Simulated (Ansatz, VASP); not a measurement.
C: VASP beside Ansatz

```
C
1.0
     2.46657    0.00000    0.00000
    -1.23328    2.13611    0.00000
     0.00000    0.00000    8.49487
C
4
Direct
  0.00000 0.00000 0.25000
  0.00000 0.00000 0.75000
  0.33333 0.66667 0.25000
  0.66667 0.33333 0.75000
```

Change from the starting cell: volume scaled by 1, crystal datasets.

Alike in both runs: task single point; functional PBE; k mesh 15 × 15 × 5; occupations fermi-dirac, width 0.1 eV; no spin polarisation.

```csv
,VASP,Ansatz
version,VASP 6.6.1,Ansatz 0.2.0
potentials or method,"VASP PAW PBE potentials, release 64 (C), cutoff 600 eV","all-electron PAW with datasets made for the crystal, scalar-relativistic"
```

|  | VASP | Ansatz | Ansatz less VASP |
| --- | --- | --- | --- |
| pressure (GPa) | 0.0 | 0.0 | -0.07 |
| traceless stress, the component that is largest in VASP (GPa) | -0.23 | 0.10 | +0.325 |

Ansatz ran all-electron here, and VASP with PAW potentials.
